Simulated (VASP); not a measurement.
Runs of VASP 6.6.1 on Zn. The structure is that of space group P6_3/mmc (No. 194), or close to it. The cells are those of the table. 

```csv
cell,further INCAR settings,gap on the mesh (eV),pressure (GPa)
"a = 2.745, b = 2.745, c = 5.021 Å, angles 90.0, 90.0, 120.0°, 2 atoms",ALGO = Fast; EDIFF = 1e-07; NBANDS = 19,none,-8.8
"a = 2.745, b = 2.745, c = 4.872 Å, angles 90.0, 90.0, 120.0°, 2 atoms",ALGO = Fast; EDIFF = 1e-07; NBANDS = 19,none,-7.8
"a = 2.705, b = 2.705, c = 5.095 Å, angles 90.0, 90.0, 120.0°, 2 atoms",ALGO = Fast; EDIFF = 1e-06; NBANDS = 19,none,-7.9
"a = 2.705, b = 2.705, c = 5.021 Å, angles 90.0, 90.0, 120.0°, 2 atoms",ALGO = Fast; EDIFF = 1e-07; NBANDS = 19,none,-7.6
"a = 2.745, b = 2.745, c = 4.947 Å, angles 90.0, 90.0, 120.0°, 2 atoms",ALGO = Fast; EDIFF = 1e-06; NBANDS = 19,none,(b)
"a = 2.745, b = 2.745, c = 5.095 Å, angles 90.0, 90.0, 120.0°, 2 atoms",ALGO = Fast; EDIFF = 1e-07; NBANDS = 19,none,(a)
```

Alike in all rows: task single point; level PBEsol; potentials or basis VASP PAW PBE potentials, release 64 (Zn); no spin polarisation; k mesh 24 × 24 × 10; cutoff (eV) 520; smearing gaussian 0.15 eV.

Estimate the missing entries.

(a) -9.2; (b) -8.3.

Caveats: the cell stands under tension; the PAW data sets were made with another functional, which shifts forces and pressure a little.

A gap of «none» marks levels without a gap at the run's occupations.
